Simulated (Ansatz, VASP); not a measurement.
## KI in VASP and in Ansatz

The input INCAR:

```
SYSTEM = KI
PREC     = Accurate       ! precision mode
ENCUT    = 520            ! plane-wave cutoff, eV
EDIFF    = 1E-7           ! SCF threshold, eV
ISMEAR   = 0              ! smearing method
SIGMA    = 0.05           ! smearing width, eV
LREAL    = .False.        ! projectors in reciprocal space
LASPH    = .True.         ! aspherical terms in the spheres
NELM     = 80             ! most SCF steps
ALGO     = Normal         ! electronic algorithm
ISIF     = 2              ! what is computed and relaxed
LWAVE    = .False.        ! write WAVECAR
LCHARG   = .False.        ! write CHGCAR
GGA      = PE             ! functional
NBANDS   = 15             ! bands
```

KPOINTS

```
regular mesh
0
Gamma
  6 6 6
  0 0 0
```

File POSCAR:

```
KI
1.0
    0.0000000000      3.5873258652      3.5873258652
    3.5873258652      0.0000000000      3.5873258652
    3.5873258652      3.5873258652      0.0000000000
K I
1 1
Direct
    0.0000000000      0.0000000000      0.0000000000
    0.5000000000      0.5000000000      0.5000000000
```

Input for Ansatz:

```yaml
crystal:
  lattice:
    - [0.0, 3.5873258652, 3.5873258652]
    - [3.5873258652, 0.0, 3.5873258652]
    - [3.5873258652, 3.5873258652, 0.0]
  atoms:
    - { symbol: K, position: [0.0, 0.0, 0.0] }
    - { symbol: I, position: [0.5, 0.5, 0.5] }
basis:
  ecutwfc: 420
kpoints:
  mp_grid: { grid: [6, 6, 6] }
hamiltonian:
  xc: pbe
scf:
  occupations: { method: gaussian, width: 0.05 }
output:
  forces: true
  stress: true
  eigenvalues: true
```

Alike in both runs: task single point; functional PBE; k mesh 6 × 6 × 6; occupations gaussian, width 0.05 eV; no spin polarisation.

|  | VASP | Ansatz |
| --- | --- | --- |
| version | VASP 6.6.1 | Ansatz 0.2.0 |
| potentials or method | VASP PAW PBE potentials, release 64 (K_sv, I), cutoff 520 eV | scalar-relativistic, plane waves, PAW |
| valence electrons in the cell | 16 | 26 |

```csv
,VASP,Ansatz,Ansatz less VASP
gap on the k mesh at the Fermi level (eV),3.86,3.86,+0.004
least direct gap on the mesh (eV),3.86,3.86,+0.004
pressure (GPa),0.1,0.0,-0.02
```

VASP's potentials hold 16 valence electrons a cell and Ansatz's 26, so a difference there can come from the potentials and not from the codes.

Spin-orbit coupling is off throughout.
